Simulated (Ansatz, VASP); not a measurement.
## Two plane-wave programs on Bi

Contents of POSCAR:

```
Bi
1.0
    2.2672586491      1.3090023913      4.1166667488
   -2.2672586491      1.3090023913      4.1166667488
    0.0000000000     -2.6180047827      4.1166667487
Bi
2
Direct
    0.2317091399      0.2317091399      0.2317091399
    0.7682908601      0.7682908601      0.7682908601
```

Contents of INCAR.step1:

```
PREC = Accurate
ENCUT = 520
ISMEAR = 0
SIGMA = 0.2
LREAL = F
LASPH = T
NELM = 60
NBANDS = 22
GGA = PE
ALGO = Normal
EDIFF = 1E-4
LWAVE = T
LCHARG = F
```

File INCAR.step2:

```
PREC = Accurate
ENCUT = 520
EDIFF = 1E-7
ISMEAR = 0
SIGMA = 0.2
LREAL = F
LASPH = T
NELM = 60
ALGO = Normal
ISIF = 2
LWAVE = F
LCHARG = F
METAGGA = R2SCAN
LMIXTAU = T
NBANDS = 22
ISTART = 1
```

KPOINTS

```
regular mesh
0
Gamma
  9 9 9
```

Input for Ansatz:

```yaml
crystal:
  lattice:
    - [2.2672586491, 1.3090023913, 4.1166667488]
    - [-2.2672586491, 1.3090023913, 4.1166667488]
    - [0.0, -2.6180047827, 4.1166667487]
  atoms:
    - { symbol: Bi, position: [0.2317091399, 0.2317091399, 0.2317091399] }
    - { symbol: Bi, position: [0.7682908601, 0.7682908601, 0.7682908601] }
hamiltonian:
  xc: r2scan
  pseudopotentials:
    kind: paw
    azcp:
      Bi: "pseudopotentials/Bi.paw.azcp"
basis:
  ecutwfc: 500
  fft_grid_basis: typed
kpoints:
  mp_grid: { grid: [9, 9, 9], shift: [0, 0, 0] }
magnetization:
  spin_polarized: false
scf:
  occupations: { method: gaussian, width: 0.2 }
  lower_state_search: "off"
output:
  stress: true
  write_density: true
  write_potential: true
  elf: true
  volumetric_format: npy
```

Alike in both runs: task single point; functional r2SCAN; k mesh 9 × 9 × 9; occupations gaussian, width 0.2 eV; no spin polarisation.

|  | VASP | Ansatz |
| --- | --- | --- |
| version | VASP 6.6.1 | Ansatz 0.2.0 |
| potentials or method | VASP PAW PBE potentials, release 64 (Bi_d), cutoff 520 eV | plane waves (500 eV) with PAW, scalar-relativistic |
| valence electrons in the cell | 30 | 30 |

|  | VASP | Ansatz | Ansatz less VASP |
| --- | --- | --- | --- |
| pressure (GPa) | 0.0 | 0.0 | +0.04 |

VASP's potentials were made for PBE, not for r2SCAN. The functional is the same, so the differences come from potentials, cutoffs and numerics.

Neither program's run includes spin-orbit coupling.
